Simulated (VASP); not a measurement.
A run of VASP 6.6.1 is set up as follows.

The input INCAR:

```
PREC = Accurate
ENCUT = 520
EDIFF = 1E-7
ISMEAR = 0
SIGMA = 0.05
LREAL = False
LASPH = True
NELM = 60
ALGO = Normal
ISIF = 2
LWAVE = False
LCHARG = False
GGA = PE
NBANDS = 14
```

File KPOINTS:

```
Automatic mesh
0
Gamma
  8 8 8
```

POSCAR

```
NaI
1.0
   -1.3592028286      2.7184056573      2.7184056573
    2.7184056573     -1.3592028286      2.7184056573
    2.7184056573      2.7184056573     -1.3592028286
Na I
1 1
Direct
    0.0000000000      0.0000000000      0.0000000000
    0.5000000000      0.5000000000      0.5000000000
```

Potentials or basis: VASP PAW PBE potentials, release 64 (Na_pv, I).

The run is started by

```console
$ cat potpaw_PBE.64/Na_pv/POTCAR potpaw_PBE.64/I/POTCAR > POTCAR
$ mpirun -np 1 vasp_std > vasp.out
```

(1) What does it give for the pressure?

(2) What does it give for the band gap on the k mesh?

Results:

(1) -0.2 GPa.

(2) 2.26 eV (least direct gap 2.84 eV).

Caveat: spin-orbit coupling is left out, which moves the levels of the heavy elements.
